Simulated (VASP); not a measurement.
Crystal: Fe.

```xyz
1
Lattice="-1.3808 1.3808 1.3808 1.3808 -1.3808 1.3808 1.3808 1.3808 -1.3808" Properties=species:S:1:pos:R:3 pbc="T T T"
Fe    0.0000    0.0000    0.0000
```

Base run:

```yaml
Program: VASP 6.6.1
Functional: PBE
Potentials_or_basis: VASP PAW PBE potentials, release 64 (Fe)
Cutoff: 600 eV
k_mesh: 16 × 16 × 16
Occupations: gaussian, width 0.6 eV
Spin: no spin polarisation
```

Its results: band gap on the k mesh zero (bands 4 and 5 overlap by 2.03 eV); pressure 3.3 GPa.

Q: The run is repeated on the same cell with these changes: occupations from gaussian, width 0.6 eV to gaussian, width 0.01 eV. What comes out?

A: Band gap on the k mesh zero (bands 4 and 5 overlap by 2.03 eV); pressure -1.7 GPa.

Caveats: the run has no spin polarisation, though such a crystal can be magnetic; the cell stands under pressure (at least some runs); so wide a smearing shifts energies and pressures (at least some runs).
